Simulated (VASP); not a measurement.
# Nb (Fd-3m) in VASP: notebook

The runs below take Nb through single point, with RPBE.

All numbers are computed with VASP 6.6.1; they aren't measurements. Logs are shortened: lines on timing, memory, paths and dates and some standing lists are left out, and cuts for length are marked.

### Step 1. The cell of the first run

It takes space group Fd-3m (No. 227, cubic). The conventional cell has a = 5.553 Å, b = 5.553 Å, c = 5.553 Å, α = 90.00°, β = 90.00°, γ = 90.00°. Within 3.2 Å of Nb (site symmetry -43m) lie 4 Nb at 2.40 Å.

This isn't the form of Nb at room conditions, which is bcc.

### Step 2. Single point, RPBE

INCAR

```
PREC     = Accurate       # precision mode
ENCUT    = 500            # plane-wave cutoff, eV
EDIFF    = 1E-6           # SCF threshold, eV
ISMEAR   = 0              # smearing method
SIGMA    = 0.1            # smearing width, eV
LREAL    = F              # projectors in reciprocal space
LASPH    = T              # aspherical terms in the spheres
NELM     = 120            # most SCF steps
ALGO     = Normal         # electronic algorithm
ISIF     = 2              # what is computed and relaxed
LWAVE    = F              # write WAVECAR
LCHARG   = F              # write CHGCAR
GGA      = RP             # functional
NBANDS   = 20             # bands
GGA_COMPAT= F
```

KPOINTS

```
regular mesh
0
Gamma
  7 7 7
```

POSCAR

```
Nb
1.0
    0.0000000000      2.7766294354      2.7766294354
    2.7766294354      0.0000000000      2.7766294354
    2.7766294354      2.7766294354      0.0000000000
Nb
2
Direct
    1.0000000000      1.0000000000      1.0000000000
    0.2500000000      0.2500000000      0.2500000000
```

Potentials or basis: VASP PAW PBE potentials, release 64 (Nb_sv).

Started as:

```
$ cat potpaw_PBE.64/Nb_sv/POTCAR > POTCAR
$ mpirun -np 1 vasp_std > vasp.out
```

OUTCAR:

```text
PREC = Accurate
   ENCUT = 500
   EDIFF = 1E-6
   ISMEAR = 0
   LREAL = F
   LASPH = T
   NELM = 120
   ISIF = 2
   GGA = RP

 ion  position               nearest neighbor table
   1  0.000  0.000  0.000-   2 2.40   2 2.40   2 2.40   2 2.40
   2  0.250  0.250  0.250-   1 2.40   1 2.40   1 2.40   1 2.40

  LATTYP: Found a face centered cubic cell.
 ALAT       =     5.5532588708

  Lattice vectors:

 A1 = (   0.0000000000,   2.7766294354,   2.7766294354)
 A2 = (   2.7766294354,   0.0000000000,   2.7766294354)
 A3 = (   2.7766294354,   2.7766294354,   0.0000000000)

Analysis of symmetry for initial positions (statically):
=====================================================================
 Subroutine PRICEL returns:
 Original cell was already a primitive cell.

 Routine SETGRP: Setting up the symmetry group for a
 face centered cubic supercell.

 Subroutine GETGRP returns: Found 48 space group operations
 (whereof 24 operations were pure point group operations)
 out of a pool of 48 trial point group operations.

The static configuration has the point symmetry T_d .
 The point group associated with its full space group is O_h .

Analysis of symmetry for dynamics (positions and initial velocities):
=====================================================================
 Subroutine PRICEL returns:
 Original cell was already a primitive cell.

 Routine SETGRP: Setting up the symmetry group for a
 face centered cubic supercell.

 Subroutine GETGRP returns: Found 48 space group operations
 (whereof 24 operations were pure point group operations)
 out of a pool of 48 trial point group operations.

The dynamic configuration has the point symmetry T_d .
 The point group associated with its full space group is O_h .

 Subroutine INISYM returns: Found 48 space group operations
 (whereof 24 operations are pure point group operations),
 and found     1 'primitive' translations

----------------------------------------------------------------------------------------

                                     Primitive cell

  volume of cell :      42.8138

  direct lattice vectors                    reciprocal lattice vectors
     0.000000000  2.776629435  2.776629435    -0.180074443  0.180074443  0.180074443
     2.776629435  0.000000000  2.776629435     0.180074443 -0.180074443  0.180074443
     2.776629435  2.776629435  0.000000000     0.180074443  0.180074443 -0.180074443

  length of vectors
     3.926747005  3.926747005  3.926747005     0.311898085  0.311898085  0.311898085

  position of ions in fractional coordinates (direct lattice)
     0.000000000  0.000000000  0.000000000
     0.250000000  0.250000000  0.250000000

  ion indices of the primitive-cell ions
   primitive index   ion index
                 1           1
                 2           2

----------------------------------------------------------------------------------------

 KPOINTS: regular mesh

Automatic generation of k-mesh.
 Grid dimensions read from file:
 generate k-points for:    7    7    7

 Generating k-lattice:

  Cartesian coordinates                     Fractional coordinates (reciprocal lattice)
    -0.025724920  0.025724920  0.025724920     0.142857143  0.000000000  0.000000000
     0.025724920 -0.025724920  0.025724920     0.000000000  0.142857143  0.000000000
     0.025724920  0.025724920 -0.025724920     0.000000000  0.000000000  0.142857143

  Length of vectors
     0.044556869  0.044556869  0.044556869

  Shift w.r.t. Gamma in fractional coordinates (k-lattice)
     0.000000000  0.000000000  0.000000000

 Subroutine IBZKPT returns following result:
 ===========================================

 Found     20 irreducible k-points:

 Following reciprocal coordinates:
            Coordinates               Weight
  0.000000  0.000000  0.000000      1.000000
  0.142857  0.000000  0.000000      8.000000
  0.285714  0.000000  0.000000      8.000000
  0.428571  0.000000  0.000000      8.000000
  0.142857  0.142857  0.000000      6.000000
  0.285714  0.142857  0.000000     24.000000
[... 12 lines left out ...]
 -0.428571  0.428571  0.142857     24.000000
 -0.285714  0.428571  0.142857     24.000000
   k-points           NKPTS =     20   k-points in BZ     NKDIM =     20   number of bands    NBANDS=     20
   number of dos      NEDOS =    301   number of ions     NIONS =      2
   total plane-waves  NPLWV =  27000
   dimension x,y,z NGX =    30 NGY =   30 NGZ =   30
   dimension x,y,z NGXF=    60 NGYF=   60 NGZF=   60
   ions per type =               2
   NGX,Y,Z   is equivalent  to a cutoff of  12.70, 12.70, 12.70 a.u.
   NGXF,Y,Z  is equivalent  to a cutoff of  25.40, 25.40, 25.40 a.u.
 SYSTEM =  unknown system
   PREC   = accura    normal or accurate (medium, high low for compatibility)
   ISTART =      0    job   : 0-new  1-cont  2-samecut
   ICHARG =      2    charge: 1-file 2-atom 10-const
   ISPIN  =      1    spin polarized calculation?
   LNONCOLLINEAR =      F non collinear calculations
   LSORBIT =      F    spin-orbit coupling
   LASPH  =      T    aspherical Exc in radial PAW
   ENCUT  =  500.0 eV  36.75 Ry    6.06 a.u.   7.16  7.16  7.16*2*pi/ulx,y,z
   NELM   =    120;   NELMIN=  2; NELMDL= -5     # of ELM steps
   EDIFF  = 0.1E-05   stopping-criterion for ELM
   LREAL  =      F    real-space projection
[... 7 lines left out ...]
   TEBEG  =    0.0;   TEEND  =   0.0 temperature during run
   PSTRESS=    0.0 pullay stress
   NELECT =      26.0000    total number of electrons
   NUPDOWN=      -1.0000    fix difference up-down
   EMIN   =  10.00;   EMAX   =-10.00  energy-range for DOS
   EFERMI =   0.00;   METHOD = LEGACY
   ISMEAR =     0;   SIGMA  =   0.10  broadening in eV -4-tet -1-fermi 0-gaus
   EFERMI_NEDOS =   21; number of points for ismear=-14 and -15
   IALGO  =     38    algorithm
   IMIX   =      4    mixing-type and parameters
     AMIX     =   0.40;   BMIX     =  1.00
     AMIX_MAG =   1.60;   BMIX_MAG =  1.00
  volume/ion in A,a.u.               =      21.41       144.46
  Fermi-wavevector in a.u.,A,eV,Ry     =   1.386345  2.619812 26.149755  1.921953
  Thomas-Fermi vector in A             =   2.510670
   LORBIT       =      0    0 simple, 1 ext, 2 COOP (PROOUT), +10 PAW based schemes
   GGA     = RP    functional components
   LHFCALC =     F    Hartree Fock is set to
   AEXX    =    0.0000 exact exchange contribution
   IVDW    =     0    specifies the selected vdW correction
   LEPSILON=     F    determine dielectric tensor
   LRPA    =     F    only Hartree local field effects (RPA)
 non-spin polarized calculation
 Gauss-broadening in eV      SIGMA  =   0.10
  energy-cutoff  :      500.00
  volume of cell :       42.81
 maximum number of plane-waves:      1096
 NGX is ok and might be reduce to    30
   NGX = 15   NGY = 15   NGZ = 15

 number of electron      26.0000001 magnetization

 Free energy of the ion-electron system (eV)
  ---------------------------------------------------
  ext. energy  EPLUGINS =         0.00000000
  ---------------------------------------------------
  free energy    TOTEN  =       -13.90102834 eV

  energy without entropy =      -13.89533481  energy(sigma->0) =      -13.89818157

 E-fermi :   9.0214     XC(G=0): -11.1255

 val. band max:        8.9905752309   @ k =   0.1429   0.1429   0.0000
 cond. band min:       9.0781761692   @ k =   0.4286   0.1429   0.0000
 fundamental gap:      0.0876009383
 Fermi energy:         9.0213643215

 k-point     1 :       0.0000    0.0000    0.0000
  band No.  band energies     occupation
      1     -45.7856      2.00000
      2     -44.5337      2.00000
      3     -22.3079      2.00000
      4     -22.3079      2.00000
      5     -22.3079      2.00000
      6     -20.5828      2.00000
[... 12 lines left out ...]
     19      15.2490      0.00000
     20      19.9937      0.00000

 k-point     2 :       0.1429    0.0000    0.0000
  band No.  band energies     occupation
      1     -45.7424      2.00000
      2     -44.5827      2.00000
      3     -22.3533      2.00000
      4     -22.3533      2.00000
      5     -22.3101      2.00000
      6     -20.5732      2.00000
[... 12 lines left out ...]
     19      15.1614      0.00000
     20      19.1789      0.00000

 k-point     3 :       0.2857    0.0000    0.0000
  band No.  band energies     occupation
      1     -45.6290      2.00000
      2     -44.7091      2.00000
      3     -22.4468      2.00000
      4     -22.4468      2.00000
      5     -22.3204      2.00000
      6     -20.5445      2.00000
[... 12 lines left out ...]
     19      14.8532      0.00000
     20      18.5344      0.00000

 k-point     4 :       0.4286    0.0000    0.0000
  band No.  band energies     occupation
      1     -45.5087      2.00000
      2     -44.8397      2.00000
      3     -22.5150      2.00000
      4     -22.5150      2.00000
      5     -22.3335      2.00000
      6     -20.5147      2.00000
[... 12 lines left out ...]
     19      14.3054      0.00000
     20      15.3871      0.00000

 k-point     5 :       0.1429    0.1429    0.0000
  band No.  band energies     occupation
      1     -45.7272      2.00000
      2     -44.5998      2.00000
      3     -22.4073      2.00000
      4     -22.4073      2.00000
      5     -22.2191      2.00000
      6     -20.6726      2.00000
[... 12 lines left out ...]
     19      15.5059      0.00000
     20      18.9018      0.00000
[... 261 lines left out ...]
      6     -20.8562      2.00000
[... 12 lines left out ...]
     19      15.4031      0.00000
     20      18.1414      0.00000

 k-point    18 :      -0.4286    0.2857    0.1429
  band No.  band energies     occupation
      1     -45.3981      2.00000
      2     -44.9569      2.00000
      3     -22.7482      2.00000
      4     -22.6222      2.00000
      5     -21.8855      2.00000
      6     -20.9571      2.00000
[... 12 lines left out ...]
     19      14.9545      0.00000
     20      15.4219      0.00000

 k-point    19 :      -0.4286    0.4286    0.1429
  band No.  band energies     occupation
      1     -45.3043      2.00000
      2     -45.0541      2.00000
      3     -22.7539      2.00000
      4     -22.7159      2.00000
      5     -21.6353      2.00000
      6     -21.2243      2.00000
[... 12 lines left out ...]
     19      15.0762      0.00000
     20      15.6949      0.00000

 k-point    20 :      -0.2857    0.4286    0.1429
  band No.  band energies     occupation
      1     -45.2662      2.00000
      2     -45.0931      2.00000
      3     -22.7874      2.00000
      4     -22.7017      2.00000
      5     -21.6189      2.00000
      6     -21.2213      2.00000
[... 12 lines left out ...]
     19      14.9350      0.00000
     20      15.0556      0.00000

------------------------ aborting loop because EDIFF is reached ----------------------------------------

  FORCE on cell =-STRESS in cart. coord.  units (eV):
  Direction    XX          YY          ZZ          XY          YZ          ZX
  --------------------------------------------------------------------------------------
  -------------------------------------------------------------------------------------
  Total        5.3302403      5.3302403      5.3302403      0.0000000      0.0000000      0.0000000
  in kB      199.4681701    199.4681701    199.4681701      0.0000000      0.0000000      0.0000000
  external PRESSURE =     199.4681701 kB  Pullay stress =       0.0000000 kB

 VOLUME and BASIS-vectors are now :
 -----------------------------------------------------------------------------
  energy-cutoff  :      500.00
  volume of cell :       42.81
      direct lattice vectors                 reciprocal lattice vectors
     0.000000000  2.776629435  2.776629435    -0.180074443  0.180074443  0.180074443
     2.776629435  0.000000000  2.776629435     0.180074443 -0.180074443  0.180074443
     2.776629435  2.776629435  0.000000000     0.180074443  0.180074443 -0.180074443

 POSITION                                       TOTAL-FORCE (eV/Angst)
 -----------------------------------------------------------------------------------
      0.00000      0.00000      0.00000        -0.000000     -0.000000     -0.000000
      1.38831      1.38831      1.38831         0.000000      0.000000      0.000000
 -----------------------------------------------------------------------------------
    total drift:                                0.000000     -0.000000      0.000000

  FREE ENERGIE OF THE ION-ELECTRON SYSTEM (eV)
  ---------------------------------------------------
  free  energy   TOTEN  =       -13.9010283420 eV

  energy  without entropy=      -13.8953348063  energy(sigma->0) =      -13.89818157
```

Run time: 17 s. Hardware: 1 thread of Intel Xeon Platinum 8488C (Sapphire Rapids), shared host; peak memory 0.16 GiB.

What came out:

- Free energy: -13.9010 eV
- Pressure: 19.9 GPa
- Band gap on the k mesh: zero (bands 13 and 14 overlap by 1.85 eV)

Caveat: the cell stands under pressure; the PAW data sets were made with another functional, which shifts forces and pressure a little.

### Step 3. Single point, RPBE

This run uses another cell than the first one, of 23.27 Å³/atom.

INCAR

```
SYSTEM = Nb
  PREC = Accurate
  ENCUT = 500
  EDIFF = 1E-6
  ISMEAR = 0
  SIGMA = 0.1
  LREAL = .False.
  LASPH = .True.
  NELM = 120
  ALGO = Normal
  ISIF = 2
  LWAVE = .False.
  LCHARG = .False.
  GGA = RP
  NBANDS = 20
  GGA_COMPAT = .False.
```

KPOINTS

```
regular mesh
0
Gamma
  7 7 7
  0 0 0
```

POSCAR

```
Nb
1.0
    0.0000000000      2.8549794911      2.8549794911
    2.8549794911      0.0000000000      2.8549794911
    2.8549794911      2.8549794911      0.0000000000
Nb
2
Direct
    1.0000000000      1.0000000000      1.0000000000
    0.2500000000      0.2500000000      0.2500000000
```

Potentials or basis: VASP PAW PBE potentials, release 64 (Nb_sv).

Started as:

```
$ cat potpaw_PBE.64/Nb_sv/POTCAR > POTCAR
$ mpirun -np 1 vasp_std > vasp.out
```

OUTCAR:

```text
SYSTEM = Nb
   PREC = Accurate
   ENCUT = 500
   EDIFF = 1E-6
   ISMEAR = 0
   LREAL = .False.
   LASPH = .True.
   NELM = 120
   ISIF = 2
   GGA = RP

 ion  position               nearest neighbor table
   1  0.000  0.000  0.000-   2 2.47   2 2.47   2 2.47   2 2.47
   2  0.250  0.250  0.250-   1 2.47   1 2.47   1 2.47   1 2.47

  LATTYP: Found a face centered cubic cell.
 ALAT       =     5.7099589822

  Lattice vectors:

 A1 = (   0.0000000000,   2.8549794911,   2.8549794911)
 A2 = (   2.8549794911,   0.0000000000,   2.8549794911)
 A3 = (   2.8549794911,   2.8549794911,   0.0000000000)

Analysis of symmetry for initial positions (statically):
=====================================================================
 Subroutine PRICEL returns:
 Original cell was already a primitive cell.

 Routine SETGRP: Setting up the symmetry group for a
 face centered cubic supercell.

 Subroutine GETGRP returns: Found 48 space group operations
 (whereof 24 operations were pure point group operations)
 out of a pool of 48 trial point group operations.

The static configuration has the point symmetry T_d .
 The point group associated with its full space group is O_h .
[... 154 lines left out ...]
  free energy    TOTEN  =       -14.24662516 eV

  energy without entropy =      -14.24116083  energy(sigma->0) =      -14.24389300

 E-fermi :   7.9112     XC(G=0): -10.7217

 val. band max:        7.8246932252   @ k =  -0.2857   0.2857   0.0000
 cond. band min:       7.9654035380   @ k =  -0.4286   0.4286   0.1429
 fundamental gap:      0.1407103128
 Fermi energy:         7.9111733647

 k-point     1 :       0.0000    0.0000    0.0000
  band No.  band energies     occupation
      1     -46.6629      2.00000
      2     -45.7035      2.00000
      3     -23.1333      2.00000
      4     -23.1333      2.00000
      5     -23.1333      2.00000
      6     -21.7060      2.00000
[... 449 lines left out ...]
     19      13.4745      0.00000
     20      13.5930      0.00000

------------------------ aborting loop because EDIFF is reached ----------------------------------------

  FORCE on cell =-STRESS in cart. coord.  units (eV):
  Direction    XX          YY          ZZ          XY          YZ          ZX
  --------------------------------------------------------------------------------------
  -------------------------------------------------------------------------------------
  Total        2.8973420      2.8973420      2.8973420     -0.0000000      0.0000000     -0.0000000
  in kB       99.7404614     99.7404614     99.7404614     -0.0000000      0.0000000     -0.0000000
  external PRESSURE =      99.7404614 kB  Pullay stress =       0.0000000 kB

 VOLUME and BASIS-vectors are now :
 -----------------------------------------------------------------------------
  energy-cutoff  :      500.00
  volume of cell :       46.54
      direct lattice vectors                 reciprocal lattice vectors
     0.000000000  2.854979491  2.854979491    -0.175132607  0.175132607  0.175132607
     2.854979491  0.000000000  2.854979491     0.175132607 -0.175132607  0.175132607
     2.854979491  2.854979491  0.000000000     0.175132607  0.175132607 -0.175132607

 POSITION                                       TOTAL-FORCE (eV/Angst)
 -----------------------------------------------------------------------------------
      0.00000      0.00000      0.00000         0.000000      0.000000      0.000000
      1.42749      1.42749      1.42749        -0.000000     -0.000000     -0.000000
 -----------------------------------------------------------------------------------
    total drift:                                0.000000     -0.000000      0.000000

  FREE ENERGIE OF THE ION-ELECTRON SYSTEM (eV)
  ---------------------------------------------------
  free  energy   TOTEN  =       -14.2466251637 eV

  energy  without entropy=      -14.2411608315  energy(sigma->0) =      -14.24389300
```

Wall time 20 s (1 thread of Intel Xeon Platinum 8488C (Sapphire Rapids), shared host); peak memory 0.16 GiB.

What came out:

```
Free energy            : -14.2466 eV
Pressure               : 10.0 GPa
Band gap on the k mesh : zero (bands 13 and 14 overlap by 1.41 eV)
```

Caveat: the cell stands under pressure; the PAW data sets were made with another functional, which shifts forces and pressure a little.
